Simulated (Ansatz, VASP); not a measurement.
# One calculation of Fe, two programs

```
CELL_PARAMETERS angstrom
0.00000 3.55700 3.55700
1.77850 0.00000 1.77850
1.77850 1.77850 0.00000
ATOMIC_POSITIONS crystal
Fe 0.00000 0.00000 0.00000
Fe 0.50000 0.00000 0.00000
```

Alike in both runs: task single point; functional PBE; k mesh 6 × 12 × 12; occupations gaussian, width 0.1 eV; collinear spin.

```csv
,VASP,Ansatz
version,VASP 6.6.1,Ansatz 0.2.0
potentials or method,"VASP PAW PBE potentials, release 64 (Fe), cutoff 520 eV","PAW, plane waves, scalar-relativistic"
valence electrons in the cell,16,32
```

```csv
,VASP,Ansatz,Ansatz less VASP
pressure (GPa),7.8,-10.3,-18.12
net moment per atom (μB),2.31,1.36,-0.946
size of the moment on the site where the two differ most (μB),2.30,1.38,-0.913
```

The net moments are unlike, so the other rows may belong to different states. Site moments also hang on the region over which each program counts them. VASP's potentials hold 16 valence electrons a cell and Ansatz's 32, so a difference there can come from the potentials and not from the codes.
